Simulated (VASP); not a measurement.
Here is a VASP 6.6.1 calculation.

The input POSCAR:

```
GaN
1.0
    0.0000000000      1.8652995836      2.7979493754
    1.8652995836      0.0000000000      2.7979493754
    1.8652995836      1.8652995836      0.0000000000
Ga N
1 1
Direct
    0.0000000000      0.0000000000      0.0000000000
    0.5000000000      0.5000000000      0.5000000000
```

File INCAR.step1:

```
SYSTEM = GaN
PREC = Accurate
ENCUT = 520
ISMEAR = 0
SIGMA = 0.05
LREAL = .FALSE.
LASPH = .TRUE.
NELM = 80
NBANDS = 16
GGA = PE
ALGO = Normal
EDIFF = 1E-4
LWAVE = .TRUE.
LCHARG = .FALSE.
```

INCAR.step2

```
SYSTEM = GaN
PREC = Accurate
ENCUT = 520
EDIFF = 1E-6
ISMEAR = 0
SIGMA = 0.05
LREAL = .FALSE.
LASPH = .TRUE.
NELM = 80
ALGO = Normal
ISIF = 2
LWAVE = .FALSE.
LCHARG = .FALSE.
METAGGA = R2SCAN
LMIXTAU = .TRUE.
NBANDS = 16
ISTART = 1
```

File KPOINTS:

```
regular mesh
0
G
  12 12 12
  0 0 0
```

Potentials or basis: VASP PAW PBE potentials, release 64 (Ga_d, N).

Launch:

```sh
$ cat potpaw_PBE.64/Ga_d/POTCAR potpaw_PBE.64/N/POTCAR > POTCAR
$ cp INCAR.step1 INCAR
$ mpirun -np 1 vasp_std > vasp.out
$ cp INCAR.step2 INCAR
$ mpirun -np 1 vasp_std > vasp.out
```

(1) What does it give for the band gap on the k mesh?

(2) What does it give for the pressure?

Results:

(1) 0.53 eV (least direct gap 2.21 eV).

(2) 49.4 GPa.

Caveat: the stress differs along the axes, from -6 to 77 GPa; semilocal functionals underestimate gaps, and a narrow one can read as zero; the PAW data sets were made with another functional, which shifts forces and pressure a little.
